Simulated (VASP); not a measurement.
HfSi3O2, 12 atoms in the cell. The structure is monoclinic, space group C2/m (No. 12). Conventional cell: a = 5.310 Å, b = 5.214 Å, c = 12.428 Å, α = 90.00°, β = 96.12°, γ = 90.00°. Hf (site symmetry m) has 4 O at 2.09 Å within 2.8 Å. Within 3.4 Å of Si (site symmetry 2) lie 4 Si at 2.60 to 2.66 Å and 4 Hf at 2.94 Å and 2 O at 3.23 Å. Si (site symmetry 1) has 1 O at 1.76 Å within 2.3 Å. Within 2.3 Å of O (site symmetry 1) lie 1 Si at 1.76 Å and 2 Hf at 2.09 Å. 

- Program: VASP 6.6.1
- Task: single point
- Functional: PBE
- Potentials or basis: VASP PAW PBE potentials, release 64 (Hf_pv, Si, O)
- Cutoff: 520 eV
- k mesh: 8 × 8 × 4
- Occupations: gaussian, width 0.1 eV
- Spin: no spin polarisation
- Dipole correction: no
- Further INCAR settings: ALGO = Normal; EDIFF = 1e-06; NBANDS = 46

Potentials or basis: VASP PAW PBE potentials, release 64 (Hf_pv, Si, O).

Launch:

```sh
$ cat potpaw_PBE.64/Hf_pv/POTCAR potpaw_PBE.64/Si/POTCAR potpaw_PBE.64/O/POTCAR > POTCAR
$ mpirun -np 1 vasp_std > vasp.out
```

Hardware: 1 thread of Intel(R) Xeon(R) 6975P-C (Granite Rapids), with other jobs on the host.

Problem. How long does it take, and how much memory?

Solution. It took 5.3 min on 1 thread of Intel(R) Xeon(R) 6975P-C (Granite Rapids), with other jobs on the host, peak memory 0.59 GiB. Counts: scf iterations 16, k points 78.
